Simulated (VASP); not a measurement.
C:

```
C
1.0
     3.67356    0.00000    0.00000
    -1.83678    3.18139    0.00000
     0.00000    0.00000    1.28352
C
1
Direct
  0.00000 0.00000 0.00000
```

The cell was built from a structure type or drawn by symmetry, and may not be a known phase.

* Program: VASP 6.6.1
* Task: relaxation of cell and atoms
* Functional: PBE
* Potentials or basis: VASP PAW PBE potentials, release 64 (C)
* Cutoff: 600 eV
* k mesh: 18 × 18 × 42
* Occupations: gaussian, width 0.1 eV
* Spin: no spin polarisation

At the start: pressure -0.0 GPa; volume 15.00 Å³/atom.

Question: How do energy, volume and symmetry change on relaxing?

Answer: Over 10 steps the energy falls by 15.8 meV/atom and the volume is 19.67 Å³/atom (+31.1 %); space group P6/mmm (No. 191, to 0.1 Å) before and after.

The path:
```
step  energy change (eV)  largest force (eV/Å)  pressure (GPa)  volume (Å³)
   1              0.0000                0.0000            0.00        15.00
   2              0.0027                0.0000            4.15        15.00
   3             -0.0003                0.0000            1.01        15.00
   4             -0.0014                0.0000            0.97        15.18
   5             -0.0046                0.0000            0.85        15.71
   6             -0.0101                0.0000            0.64        16.80
   7             -0.0156                0.0000            0.25        19.09
   8             -0.0158                0.0000            0.17        19.66
   9             -0.0043                0.0000           -4.44        19.84
  10             -0.0158                0.0000           -0.01        19.67
```

Final structure:
```
C
1.0
     4.20909    0.00000    0.00000
    -2.10455    3.64518    0.00000
     0.00000    0.00000    1.28176
C
1
Direct
  0.00000 0.00000 0.00000
```

Caveat: the volume moved by over 15 % at a fixed basis, so the end points are rough.
